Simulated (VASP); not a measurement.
# TaN in VASP: further runs

The runs below take TaN through electric field gradients, with r2SCAN, PBE.

Program: VASP 6.6.1. These are calculated values, not measurements. Logs are shortened: lines on timing, memory, paths and dates and some standing lists are left out, and cuts for length are marked.

**1. The cell of the first run**

The structure is hexagonal, space group P-6m2 (No. 187). The conventional cell has a = 2.938 Å, b = 2.938 Å, c = 2.883 Å, α = 90.00°, β = 90.00°, γ = 120.00°. Ta (site symmetry -6m2) has 6 N at 2.23 Å and 2 Ta at 2.88 Å within 2.9 Å. Within 2.9 Å of N (site symmetry -6m2) lie 6 Ta at 2.23 Å and 2 N at 2.88 Å.

**2. Electric field gradients, r2SCAN**

File POSCAR:

```
TaN
1.0
    2.9379988584      0.0000000000      0.0000000000
   -1.4689994292      2.5443816477      0.0000000000
    0.0000000000      0.0000000000      2.8830000000
Ta N
1 1
Direct
    0.3333333333      0.6666666667      0.5000000000
    0.0000000000      0.0000000000      0.0000000000
```

File INCAR.step1:

```
SYSTEM = TaN
  PREC = Accurate
  ENCUT = 520
  ISMEAR = -1
  SIGMA = 0.02
  LREAL = .False.
  LASPH = .True.
  NELM = 100
  NBANDS = 15
  GGA = PE
  ALGO = Normal
  EDIFF = 1E-4
  LWAVE = .True.
  LCHARG = .False.
```

File INCAR.step2:

```
SYSTEM = TaN
  PREC = Accurate
  ENCUT = 520
  EDIFF = 1E-8
  ISMEAR = -1
  SIGMA = 0.02
  LREAL = .False.
  LASPH = .True.
  NELM = 100
  ALGO = Normal
  ISIF = 2
  LWAVE = .False.
  LCHARG = .False.
  METAGGA = R2SCAN
  LMIXTAU = .True.
  LEFG = .True.
  NBANDS = 15
  ISTART = 1
```

File KPOINTS:

```
Automatic mesh
0
Gamma
  12 12 10
  0 0 0
```

Potentials or basis: VASP PAW PBE potentials, release 64 (Ta_pv, N).

The run is started by

```sh
$ cat potpaw_PBE.64/Ta_pv/POTCAR potpaw_PBE.64/N/POTCAR > POTCAR
$ cp INCAR.step1 INCAR
$ mpirun -np 1 vasp_std > vasp.out
$ cp INCAR.step2 INCAR
$ mpirun -np 1 vasp_std > vasp.out
```

OUTCAR:

```text
SYSTEM = TaN
   PREC = Accurate
   ENCUT = 520
   EDIFF = 1E-8
   ISMEAR = -1
   LREAL = .False.
   LASPH = .True.
   NELM = 100
   ISIF = 2
   METAGGA = R2SCAN
   ISTART = 1

 ion  position               nearest neighbor table
   1  0.333  0.667  0.500-   2 2.23   2 2.23   2 2.23   2 2.23   2 2.23   2 2.23
   2  0.000  0.000  0.000-   1 2.23   1 2.23   1 2.23   1 2.23   1 2.23   1 2.23

  LATTYP: Found a hexagonal cell.
 ALAT       =     2.9379988584
 C/A-ratio  =     0.9812801635

  Lattice vectors:

 A1 = (   2.9379988584,   0.0000000000,   0.0000000000)
 A2 = (  -1.4689994292,   2.5443816477,   0.0000000000)
 A3 = (   0.0000000000,   0.0000000000,   2.8830000000)

Analysis of symmetry for initial positions (statically):
=====================================================================
 Subroutine PRICEL returns:
 Original cell was already a primitive cell.

 Routine SETGRP: Setting up the symmetry group for a
 hexagonal supercell.

 Subroutine GETGRP returns: Found 12 space group operations
 (whereof 12 operations were pure point group operations)
 out of a pool of 24 trial point group operations.

The static configuration has the point symmetry D_3h.

Analysis of symmetry for dynamics (positions and initial velocities):
=====================================================================
 Subroutine PRICEL returns:
 Original cell was already a primitive cell.

 Routine SETGRP: Setting up the symmetry group for a
 hexagonal supercell.

 Subroutine GETGRP returns: Found 12 space group operations
 (whereof 12 operations were pure point group operations)
 out of a pool of 24 trial point group operations.

The dynamic configuration has the point symmetry D_3h.

 Subroutine INISYM returns: Found 12 space group operations
 (whereof 12 operations are pure point group operations),
 and found     1 'primitive' translations

----------------------------------------------------------------------------------------

                                     Primitive cell

  volume of cell :      21.5516

  direct lattice vectors                    reciprocal lattice vectors
     2.937998858  0.000000000  0.000000000     0.340367729  0.196511400  0.000000000
    -1.468999429  2.544381648  0.000000000     0.000000000  0.393022800  0.000000000
     0.000000000  0.000000000  2.883000000     0.000000000  0.000000000  0.346860909

  length of vectors
     2.937998858  2.937998858  2.883000000     0.393022800  0.393022800  0.346860909

  position of ions in fractional coordinates (direct lattice)
     0.333333333  0.666666667  0.500000000
     0.000000000  0.000000000  0.000000000

  ion indices of the primitive-cell ions
   primitive index   ion index
                 1           1
                 2           2

----------------------------------------------------------------------------------------

 KPOINTS: Automatic mesh

Automatic generation of k-mesh.
 Grid dimensions read from file:
 generate k-points for:   12   12   10

 Generating k-lattice:

  Cartesian coordinates                     Fractional coordinates (reciprocal lattice)
     0.028363977  0.016375950  0.000000000     0.083333333 -0.000000000  0.000000000
     0.000000000  0.032751900  0.000000000     0.000000000  0.083333333  0.000000000
     0.000000000  0.000000000  0.034686091     0.000000000  0.000000000  0.100000000

  Length of vectors
     0.032751900  0.032751900  0.034686091

  Shift w.r.t. Gamma in fractional coordinates (k-lattice)
     0.000000000  0.000000000  0.000000000

 Subroutine IBZKPT returns following result:
 ===========================================

 Found    114 irreducible k-points:

 Following reciprocal coordinates:
            Coordinates               Weight
  0.000000  0.000000  0.000000      1.000000
  0.083333  0.000000  0.000000      6.000000
  0.166667  0.000000  0.000000      6.000000
  0.250000  0.000000  0.000000      6.000000
  0.333333  0.000000  0.000000      6.000000
  0.416667  0.000000  0.000000      6.000000
[... 16 lines left out ...]
  0.250000  0.000000  0.100000     12.000000
  0.333333  0.000000  0.100000     12.000000
 [... further k-points ...]
   k-points           NKPTS =    114   k-points in BZ     NKDIM =    114   number of bands    NBANDS=     15
   number of dos      NEDOS =    301   number of ions     NIONS =      2
   total plane-waves  NPLWV =  13824
   dimension x,y,z NGX =    24 NGY =   24 NGZ =   24
   dimension x,y,z NGXF=    48 NGYF=   48 NGZF=   48
   ions per type =               1   1
   NGX,Y,Z   is equivalent  to a cutoff of  13.58, 13.58, 13.84 a.u.
   NGXF,Y,Z  is equivalent  to a cutoff of  27.16, 27.16, 27.68 a.u.
 SYSTEM =  TaN
   PREC   = accura    normal or accurate (medium, high low for compatibility)
   ISTART =      1    job   : 0-new  1-cont  2-samecut
   ICHARG =      0    charge: 1-file 2-atom 10-const
   ISPIN  =      1    spin polarized calculation?
   LNONCOLLINEAR =      F non collinear calculations
   LSORBIT =      F    spin-orbit coupling
   LASPH  =      T    aspherical Exc in radial PAW
   ENCUT  =  520.0 eV  38.22 Ry    6.18 a.u.   5.46  5.46  5.36*2*pi/ulx,y,z
   NELM   =    100;   NELMIN=  2; NELMDL=  0     # of ELM steps
   EDIFF  = 0.1E-07   stopping-criterion for ELM
   LREAL  =      F    real-space projection
   EDIFFG = 0.1E-06   stopping-criterion for IOM
   NSW    =      0    number of steps for IOM
   IBRION =     -1    ionic relax: 0-MD 1-quasi-New 2-CG
   NFREE  =      0    steps in history (QN), initial steepest desc. (CG)
   ISIF   =      2    stress and relaxation
   ISYM   =      2    0-nonsym 1-usesym 2-fastsym
   POTIM  = 0.5000    time-step for ionic-motion
   TEBEG  =    0.0;   TEEND  =   0.0 temperature during run
   PSTRESS=    0.0 pullay stress
   NELECT =      16.0000    total number of electrons
   NUPDOWN=      -1.0000    fix difference up-down
   EMIN   =  10.00;   EMAX   =-10.00  energy-range for DOS
   EFERMI =   0.00;   METHOD = LEGACY
   ISMEAR =    -1;   SIGMA  =   0.02  broadening in eV -4-tet -1-fermi 0-gaus
   EFERMI_NEDOS =   21; number of points for ismear=-14 and -15
   IALGO  =     38    algorithm
   IMIX   =      4    mixing-type and parameters
     AMIX     =   0.40;   BMIX     =  1.00
     AMIX_MAG =   1.60;   BMIX_MAG =  1.00
  volume/ion in A,a.u.               =      10.78        72.72
  Fermi-wavevector in a.u.,A,eV,Ry     =   1.482366  2.801265 29.897546  2.197408
  Thomas-Fermi vector in A             =   2.596161
   LORBIT       =      0    0 simple, 1 ext, 2 COOP (PROOUT), +10 PAW based schemes
   METAGGA = R2SCAN    functional components
   LHFCALC =     F    Hartree Fock is set to
   AEXX    =    0.0000 exact exchange contribution
   IVDW    =     0    specifies the selected vdW correction
   LEPSILON=     F    determine dielectric tensor
   LRPA    =     F    only Hartree local field effects (RPA)
 non-spin polarized calculation
  energy-cutoff  :      520.00
  volume of cell :       21.55
 maximum number of plane-waves:       599
 NGX is ok and might be reduce to    24
   NGX = 11   NGY = 11   NGZ = 11

 number of electron      16.0000001 magnetization

 Free energy of the ion-electron system (eV)
  ---------------------------------------------------
  ext. energy  EPLUGINS =         0.00000000
  ---------------------------------------------------
  free energy    TOTEN  =       -60.39575584 eV

  energy without entropy =      -60.39567452  energy(sigma->0) =      -60.39571518

 E-fermi :   8.2771     XC(G=0): -14.3481

 val. band max:        8.2481201195   @ k =   0.3333   0.3333   0.0000
 cond. band min:       8.3870492558   @ k =   0.0833   0.0000   0.5000
 fundamental gap:      0.1389291363
 Fermi energy:         8.2770963997

 k-point     1 :       0.0000    0.0000    0.0000
  band No.  band energies     occupation
      1     -27.9225      2.00000
      2     -27.6618      2.00000
      3     -27.6618      2.00000
      4     -10.5909      2.00000
      5       3.3891      2.00000
      6       3.3891      2.00000
      7       3.8229      2.00000
      8       5.0723      2.00000
      9      10.7047      0.00000
     10      11.9730      0.00000
     11      11.9730      0.00000
     12      12.4474      0.00000
     13      12.4474      0.00000
     14      18.8248      0.00000
     15      22.2511      0.00000
[... 397 lines left out ...]
 k-point    24 :       0.3333    0.0000    0.1000
  band No.  band energies     occupation
      1     -28.4656      2.00000
      2     -27.8982      2.00000
      3     -27.8337      2.00000
      4      -8.8593      2.00000
      5       0.3510      2.00000
      6       2.9377      2.00000
      7       4.3176      2.00000
      8       5.3555      2.00000
      9      10.9991      0.00000
     10      11.3829      0.00000
     11      13.1044      0.00000
     12      13.4302      0.00000
     13      15.7722      0.00000
     14      18.8239      0.00000
     15      22.2194      0.00000

 [... further k-points ...]
[... 5 lines left out ...]
  --------------------------------------------------------------------------------------
  -------------------------------------------------------------------------------------
  Total        0.1450788      0.1450788      0.2652836      0.0000000      0.0000000      0.0000000
  in kB       10.7853928     10.7853928     19.7216170      0.0000000      0.0000000      0.0000000
  external PRESSURE =      13.7641342 kB  Pullay stress =       0.0000000 kB

 VOLUME and BASIS-vectors are now :
 -----------------------------------------------------------------------------
  energy-cutoff  :      520.00
  volume of cell :       21.55
      direct lattice vectors                 reciprocal lattice vectors
     2.937998858  0.000000000  0.000000000     0.340367729  0.196511400  0.000000000
    -1.468999429  2.544381648  0.000000000     0.000000000  0.393022800  0.000000000
     0.000000000  0.000000000  2.883000000     0.000000000  0.000000000  0.346860909

 POSITION                                       TOTAL-FORCE (eV/Angst)
 -----------------------------------------------------------------------------------
     -0.00000      1.69625      1.44150         0.000000      0.000000      0.000000
      0.00000      0.00000      0.00000        -0.000000     -0.000000      0.000000
 -----------------------------------------------------------------------------------
    total drift:                                0.000001     -0.000000     -0.000000

  FREE ENERGIE OF THE ION-ELECTRON SYSTEM (eV)
  ---------------------------------------------------
  free  energy   TOTEN  =       -60.3957558441 eV

  energy  without entropy=      -60.3956745241  energy(sigma->0) =      -60.39571518

 Electric field gradients (V/A^2)
---------------------------------------------------------------------
 ion       V_xx      V_yy      V_zz      V_xy      V_xz      V_yz
---------------------------------------------------------------------
   1      -4.192    -4.192     8.384     0.000     0.000    -0.000
   2      -0.260    -0.259     0.518     0.001    -0.000     0.000
---------------------------------------------------------------------

 Electric field gradients after diagonalization (V/A^2)
 (convention: |V_zz| > |V_xx| > |V_yy|)
----------------------------------------------------------------------
 ion       V_xx      V_yy      V_zz     asymmetry (V_yy - V_xx)/ V_zz
----------------------------------------------------------------------
   1      -4.192    -4.192     8.384       0.000
   2      -0.260    -0.258     0.518       0.004
----------------------------------------------------------------------

           NMR quadrupolar parameters

 Cq : quadrupolar parameter    Cq=e*Q*V_zz/h
 eta: asymmetry parameters     (V_yy - V_xx)/ V_zz
 Q  : nuclear electric quadrupole moment in mb (millibarn)
----------------------------------------------------------------------
 ion       Cq(MHz)       eta       Q (mb)
----------------------------------------------------------------------
   1       0.020       0.000       1.000
   2       0.001       0.004       1.000
----------------------------------------------------------------------
```

Run time: 2.4 min. Hardware: 1 thread of Intel Xeon Platinum 8259CL at 2.50GHz (Skylake/Cascade Lake), shared host; peak memory 0.17 GiB.

What came out:

```yaml
Free_energy: -60.3958 eV
Pressure: 1.4 GPa
Band_gap_on_the_k_mesh: zero (band 8 reaches 8.62 eV, above the bottom of band 9 at 8.14 eV)
```

Levels at points of the mesh, in eV from the Fermi level:
```tsv
k point	band 5	band 6	band 7	band 8	band 9	band 10	band 11	band 12
(0.00, 0.00, 0.00)	-4.89	-4.89	-4.45	-3.20	2.43	3.70	3.70	4.17
(0.50, 0.00, 0.00)	-8.67	-5.51	-3.67	-3.47	3.16	4.09	5.39	5.49
(0.00, 0.00, 0.50)	-9.78	-4.03	-4.03	-0.14	-0.14	2.32	3.56	3.56
(0.50, 0.00, 0.50)	-7.69	-6.52	-6.00	-0.58	4.41	5.42	6.05	7.41
```

Electric field gradients, principal values (V/Å²):
| atom | least | middle | greatest (by size) |
| --- | --- | --- | --- |
| 1 Ta | -4.192 | -4.192 | 8.384 |
| 2 N | -0.258 | -0.260 | 0.518 |

Caveat: without QUAD_EFG the Cq values of the log hold for a quadrupole moment of 1 mb, not for the nuclei; the PAW data sets were made with another functional, which shifts forces and pressure a little; spin-orbit coupling is left out, which moves the levels of the heavy elements.

(Continued in part 2 of 3.)
